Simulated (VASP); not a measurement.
A run of VASP 6.6.1 is set up as follows.

The input INCAR:

```
  ALGO = Normal
  EDIFF = 1E-7
  ENCUT = 520
  GGA = PS
  ISIF = 2
  ISMEAR = 0
  LASPH = T
  LCHARG = T
  LELF = T
  LREAL = F
  LVHAR = T
  LWAVE = F
  NBANDS = 16
  NELM = 80
  PREC = Accurate
  SIGMA = 0.05
```

KPOINTS

```
k-points
0
Gamma
  9 9 6
```

Contents of POSCAR:

```
AlN
1.0
    3.2399472693      0.0000000000      0.0000000000
   -1.6199736347      2.8058766421      0.0000000000
    0.0000000000      0.0000000000      4.1954077190
Al N
2 2
Direct
    0.3333333333      0.6666666667      0.7500000000
    0.6666666667      0.3333333333      0.2500000000
    0.3333333333      0.6666666667      0.2500000000
    0.6666666667      0.3333333333      0.7500000000
```

Potentials or basis: VASP PAW PBE potentials, release 64 (Al, N).

Run with:

```console
$ cat potpaw_PBE.64/Al/POTCAR potpaw_PBE.64/N/POTCAR > POTCAR
$ mpirun -np 1 vasp_std > vasp.out
```

Problem. Predict the band gap on the k mesh.

Solution. 3.45 eV, direct.

Problem. What does it give for the pressure?

Solution. 6.7 GPa.

Stress tensor (GPa, compression positive):
```
9.55 0.00 0.00
0.00 9.55 0.00
0.00 0.00 1.11
```

Caveat: the PAW data sets were made with another functional, which shifts forces and pressure a little. A k mesh can miss the band edges.
